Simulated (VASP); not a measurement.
TiHg: single point with LDA

TiHg:

```xyz
2
Lattice="3.0692 0.0000 0.0000 0.0000 3.0692 0.0000 0.0000 0.0000 4.0410" Properties=species:S:1:pos:R:3 pbc="T T T"
Ti    1.5346    1.5346    2.0205
Hg    0.0000    0.0000    0.0000
```

This cell differs from its parent crystal: equal xx and yy strain of +2 %.

| Quantity | Value |
| --- | --- |
| Program | VASP 6.6.1 |
| Task | single point |
| Functional | LDA |
| Potentials or basis | VASP PAW LDA potentials, release 64 (Ti_sv, Hg) |
| Cutoff | 520 eV |
| k mesh | 14 × 14 × 10 |
| Occupations | fermi-dirac, width 0.08 eV |
| Spin | no spin polarisation |
| Dipole correction | no |
| Further INCAR settings | ALGO = Normal; EDIFF = 1e-06; NBANDS = 19 |

```json
{
  "Pressure": "-9.5 GPa",
  "Band gap on the k mesh": "zero (bands 12 and 13 overlap by 0.99 eV)"
}
```

Stress tensor (GPa, compression positive):
```
-9.85  0.00  0.00
 0.00 -9.85  0.00
 0.00  0.00 -8.76
```

Levels at points of the mesh, in eV from the Fermi level:
```tsv
k point	band 10	band 11	band 12	band 13	band 14	band 15
(0.00, 0.00, 0.00)	-6.51	-0.40	-0.26	1.46	1.81	1.81
(0.50, 0.00, 0.00)	-3.65	-3.63	-0.92	-0.39	1.04	1.61
(0.50, 0.50, 0.00)	-2.25	0.22	0.22	1.12	1.12	1.22
(0.00, 0.00, 0.50)	-6.26	-4.48	-0.67	0.80	1.08	1.08
(0.50, 0.00, 0.50)	-3.67	-1.57	-0.73	-0.24	1.51	1.82
(0.50, 0.50, 0.50)	-1.95	-1.64	-1.64	0.89	1.55	2.95
```

Run time: 36 s on 1 thread of Intel(R) Xeon(R) 6975P-C (Granite Rapids), with other jobs on the host, peak memory 0.26 GiB.

Caveat: the cell differs from its parent crystal (equal xx and yy strain of +2 %); the cell stands under tension; spin-orbit coupling is left out, which moves the levels of the heavy elements.
